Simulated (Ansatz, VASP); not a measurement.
# SnO: VASP beside Ansatz

The input INCAR:

```
SYSTEM = SnO
PREC     = Accurate       ! precision mode
ENCUT    = 520            ! plane-wave cutoff, eV
EDIFF    = 1E-7           ! SCF threshold, eV
ISMEAR   = 0              ! smearing method
SIGMA    = 0.05           ! smearing width, eV
LREAL    = .False.        ! projectors in reciprocal space
LASPH    = .True.         ! aspherical terms in the spheres
NELM     = 100            ! most SCF steps
ALGO     = Normal         ! electronic algorithm
ISIF     = 2              ! what is computed and relaxed
LWAVE    = .False.        ! write WAVECAR
LCHARG   = .False.        ! write CHGCAR
GGA      = PE             ! functional
NBANDS   = 28             ! bands
```

File KPOINTS:

```
Automatic mesh
0
Gamma
  10 10 8
  0 0 0
```

Contents of POSCAR:

```
SnO
1.0
    3.9261933127      0.0000000000      0.0000000000
    0.0000000000      3.9261933127      0.0000000000
    0.0000000000      0.0000000000      4.9912677446
Sn O
2 2
Direct
    0.0000000000      0.5000000000      0.2287361932
    0.5000000000      0.0000000000      0.7712638068
    0.0000000000      0.0000000000      0.0000000000
    0.5000000000      0.5000000000      0.0000000000
```

Input for Ansatz:

```yaml
crystal:
  lattice:
    - [3.9261933127, 0.0, 0.0]
    - [0.0, 3.9261933127, 0.0]
    - [0.0, 0.0, 4.9912677446]
  atoms:
    - { symbol: Sn, position: [0.0, 0.5, 0.2287361932] }
    - { symbol: Sn, position: [0.5, 0.0, 0.7712638068] }
    - { symbol: O, position: [0.0, 0.0, 0.0] }
    - { symbol: O, position: [0.5, 0.5, 0.0] }
basis:
  ecutwfc: 420
kpoints:
  mp_grid: { grid: [10, 10, 8] }
hamiltonian:
  xc: pbe
scf:
  occupations: { method: gaussian, width: 0.05 }
output:
  forces: true
  stress: true
  eigenvalues: true
```

Change from the starting cell: strain +0.015 along x and y, -0.015 along z, atoms carried along.

Alike in both runs: task single point; functional PBE; k mesh 10 × 10 × 8; occupations gaussian, width 0.05 eV; no spin polarisation.

|  | VASP | Ansatz |
| --- | --- | --- |
| version | VASP 6.6.1 | Ansatz 0.2.0 |
| potentials or method | VASP PAW PBE potentials, release 64 (Sn_d, O), cutoff 520 eV | scalar-relativistic, plane waves, PAW |
| valence electrons in the cell | 40 | 40 |

VASP gave:

```
gap on the k mesh at the Fermi level (eV)                     : 0.64
least direct gap on the mesh (eV)                             : 1.90
pressure (GPa)                                                : -1.4
traceless stress, the component that is largest in VASP (GPa) : 1.43
rms of the force components (eV/Å)                            : 0.008
```

Question: Estimate Ansatz's values.

Answer: gap on the k mesh at the Fermi level (eV): 0.63; least direct gap on the mesh (eV): 1.94; pressure (GPa): -1.5; traceless stress, the component that is largest in VASP (GPa): 1.43; rms of the force components (eV/Å): 0.022.

Atom by atom the forces differ by 0.029 eV/Å (rms over components).
